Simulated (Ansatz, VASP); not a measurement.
# Two plane-wave programs on Tl

The input INCAR:

```
ALGO = Normal ; EDIFF = 1E-7
ENCUT = 520 ; GGA = PE
ISIF = 2 ; ISMEAR = -1
ISPIN = 2 ; LASPH = True
LCHARG = False ; LORBIT = 11
LREAL = False ; LWAVE = False
MAGMOM = 0 0 ; NBANDS = 24
NELM = 150 ; PREC = Accurate
SIGMA = 0.05
```

Contents of KPOINTS:

```
k-points
0
Gamma
  10 10 10
```

The input POSCAR:

```
Tl
1.0
    0.0000000000      3.4372834336      3.4372834336
    3.4372834336      0.0000000000      3.4372834336
    3.4372834336      3.4372834336      0.0000000000
Tl
2
Direct
   -0.1250000000     -0.1250000000     -0.1250000000
    0.1250000000      0.1250000000      0.1250000000
```

Input for Ansatz:

```yaml
crystal:
  lattice:
    - [0.0, 3.4372834336, 3.4372834336]
    - [3.4372834336, 0.0, 3.4372834336]
    - [3.4372834336, 3.4372834336, 0.0]
  atoms:
    - { symbol: Tl, position: [-0.125, -0.125, -0.125] }
    - { symbol: Tl, position: [0.125, 0.125, 0.125] }
kpoints:
  mp_grid: { grid: [10, 10, 10] }
scf:
  occupations: { method: fermi_dirac, width: 0.05 }
  eigensolver: { kind: davidson }
hamiltonian:
  xc: pbe
  pseudopotentials: { kind: paw }
output:
  forces: true
  stress: true
  eigenvalues: true
  populations: true
magnetization:
  spin_polarized: true
basis:
  precision: f64
```

Alike in both runs: task single point; functional PBE; k mesh 10 × 10 × 10; occupations fermi-dirac, width 0.05 eV; collinear spin.

|  | VASP | Ansatz |
| --- | --- | --- |
| version | VASP 6.6.1 | Ansatz 0.2.0 |
| potentials or method | VASP PAW PBE potentials, release 64 (Tl_d) | PAW with Ansatz's default frozen-core files, scalar-relativistic |
| plane-wave cutoff (eV) | 520 | 420 |
| valence electrons in the cell | 26 | 26 |

|  | VASP | Ansatz | Ansatz less VASP |
| --- | --- | --- | --- |
| gap on the k mesh at the Fermi level (eV) | none | none | - |
| pressure (GPa) | 1.9 | 1.9 | +0.04 |
| net moment per atom (μB) | 0.00 | 0.00 | 0.000 |

A gap of «none» marks a metal or a gap that the smearing closes. With one functional, cell and mesh, what is left measures potentials, basis and numerics. Ansatz's warnings: no starting moments, stability check not made.

Spin-orbit coupling is off throughout.
